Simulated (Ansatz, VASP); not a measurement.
## One calculation of YS, two programs

INCAR

```
PREC     = Accurate       # precision mode
ENCUT    = 520            # plane-wave cutoff, eV
EDIFF    = 1E-6           # SCF threshold, eV
ISMEAR   = -1             # smearing method
SIGMA    = 0.01           # smearing width, eV
LREAL    = F              # projectors in reciprocal space
LASPH    = T              # aspherical terms in the spheres
NELM     = 100            # most SCF steps
ALGO     = Normal         # electronic algorithm
ISIF     = 2              # what is computed and relaxed
LWAVE    = F              # write WAVECAR
LCHARG   = F              # write CHGCAR
NBANDS   = 16             # bands
```

Contents of KPOINTS:

```
Automatic mesh
0
Gamma
  8 8 8
```

File POSCAR:

```
YS
1.0
    0.0000000000      2.7436500000      2.7710865000
    2.7436500000      0.0000000000      2.7710865000
    2.7436500000      2.7436500000      0.0000000000
Y S
1 1
Direct
    0.5000000000      0.5000000000      0.5000000000
    0.0000000000      0.0000000000      0.0000000000
```

Input for Ansatz:

```yaml
crystal:
  lattice:
    - [0.0, 2.74365, 2.7710865]
    - [2.74365, 0.0, 2.7710865]
    - [2.74365, 2.74365, 0.0]
  atoms:
    - { symbol: "Y", position: [0.5, 0.5, 0.5] }
    - { symbol: S, position: [0.0, 0.0, 0.0] }
kpoints:
  mp_grid: { grid: [8, 8, 8] }
  band_path:
    path:
      - [0.0, 0.0, 0.0]
      - [0.0, 0.5, 0.5]
      - [0.25, 0.75, 0.5]
      - [0.0, 0.5, 0.0]
      - [0.0, 0.0, 0.0]
      - [0.5, 0.5, 0.0]
      - [0.3725370062, 0.6274629938, 0.0]
      - [-0.3725370062, 0.3725370062, 0.0]
      - [0.0, 0.0, 0.0]
    npoints: 5
scf:
  occupations: { method: fermi_dirac, width: 0.01 }
hamiltonian:
  xc: lda
  pseudopotentials: { kind: all_electron, lapw: { basis_error: 0.00025 } }
output:
  forces: true
  stress: true
  eigenvalues: true
```

Change from the starting cell: zz strain of +1 %.

Alike in both runs: task single point; functional LDA; k mesh 8 × 8 × 8; occupations fermi-dirac, width 0.01 eV; no spin polarisation.

|  | VASP | Ansatz |
| --- | --- | --- |
| version | VASP 6.6.1 | Ansatz 0.2.0 |
| potentials or method | VASP PAW LDA potentials, release 64 (Y_sv, S), cutoff 520 eV | all-electron LAPW, scalar-relativistic |

Ansatz gave:

| Property | Result |
| --- | --- |
| pressure (GPa) | -4.7 |
| traceless stress, the component that is largest in VASP (GPa) | -1.33 |

Q: Which values does VASP return?

A: Pressure (GPa): -4.6; traceless stress, the component that is largest in VASP (GPa): -1.33.

LDA's correlation is that of Perdew and Zunger in VASP and of Perdew and Wang (1992) in Ansatz. Ansatz ran all-electron here, and VASP with PAW potentials.
